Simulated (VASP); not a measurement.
Here is a VASP 6.6.1 calculation.

The input INCAR:

```
ALGO = Fast ; EDIFF = 1E-6
EDIFFG = -0.01 ; ENCUT = 600
GGA = PS ; IBRION = 2
ISIF = 3 ; ISMEAR = 0
LASPH = True ; LCHARG = False
LREAL = False ; LWAVE = False
NELM = 80 ; NSW = 80
PREC = Accurate ; SIGMA = 0.1
```

Contents of KPOINTS:

```
k-points
0
Gamma
  16 16 16
```

The input POSCAR:

```
Sb
1.0
    0.0000000000      2.3634150119      2.3634150119
    2.3634150119      0.0000000000      2.3634150119
    2.3634150119      2.3634150119      0.0000000000
Sb
1
Direct
    0.0000000000      0.0000000000      0.0000000000
```

Potentials or basis: VASP PAW PBE potentials, release 64 (Sb).

The run is started by

```console
$ cat potpaw_PBE.64/Sb/POTCAR > POTCAR
$ mpirun -np 1 vasp_std > vasp.out
```

Problem. Estimate the space group after relaxing (to 0.05 Å).

Solution. Fm-3m (No. 225).

Problem. Estimate the relaxed cell.

Solution. a = 3.333 Å, b = 3.333 Å, c = 3.333 Å, α = 60.00°, β = 60.00°, γ = 60.00°.

Problem. What does it give for the relaxed volume?

Solution. 26.17 Å³/atom.

Final structure:
```
CELL_PARAMETERS angstrom
0.00000 2.35644 2.35644
2.35644 0.00000 2.35644
2.35644 2.35644 0.00000
ATOMIC_POSITIONS crystal
Sb 0.00000 0.00000 0.00000
```

Caveat: the PAW data sets were made with another functional, which shifts forces and pressure a little.
